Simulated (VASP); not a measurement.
Wanted: the native input for a VASP 6.6.1 run.

```yaml
Task: single point
Functional: LDA
Potentials_or_basis: VASP PAW PBE potentials, release 64 (Gd)
Cutoff: 520 eV
k_mesh: 10 × 10 × 6
Occupations: methfessel-paxton, width 0.01 eV
Spin: collinear spin, ferromagnetic start
Starting_moments: "[7.214, 7.214] μB"
Dipole_correction: no
Further_INCAR_settings: ALGO = Normal; EDIFF = 1e-06; NBANDS = 29
```

The structure of Gd lies in POSCAR:

```
Gd
1.0
    3.4841536640      0.0000000000      0.0000000000
   -1.7420768320      3.0173655837      0.0000000000
    0.0000000000      0.0000000000      5.5867162136
Gd
2
Direct
    0.3333333333      0.6666666667      0.2500000000
    0.6666666667      0.3333333333      0.7500000000
```

These files were run (other wordings do the same):

INCAR

```
SYSTEM = Gd
ALGO = Normal
EDIFF = 1E-6
ENCUT = 520
GGA = CA
ISIF = 2
ISMEAR = 1
ISPIN = 2
LASPH = .TRUE.
LCHARG = .FALSE.
LMAXMIX = 6
LORBIT = 11
LREAL = .FALSE.
LWAVE = .FALSE.
MAGMOM = 7.214 7.214
NBANDS = 29
NELM = 150
PREC = Accurate
SIGMA = 0.01
```

KPOINTS

```
k-points
0
G
  10 10 6
  0 0 0
```

Potentials or basis: VASP PAW PBE potentials, release 64 (Gd).

Command:

```console
$ cat potpaw_PBE.64/Gd/POTCAR > POTCAR
$ mpirun -np 1 vasp_std > vasp.out
```

Results of the run:

```yaml
Pressure: 0.1 GPa
Net_moment: 14.72 μB per cell
Site_moments: Gd +6.91 μB
Valence_electrons_inside_the_program's_atomic_spheres: Gd 15.25
```

Caveat: the PAW data sets were made with another functional, which shifts forces and pressure a little.

Wall time 4.6 min on 1 thread of Intel(R) Xeon(R) 6975P-C (Granite Rapids), with other jobs on the host, peak memory 0.28 GiB.
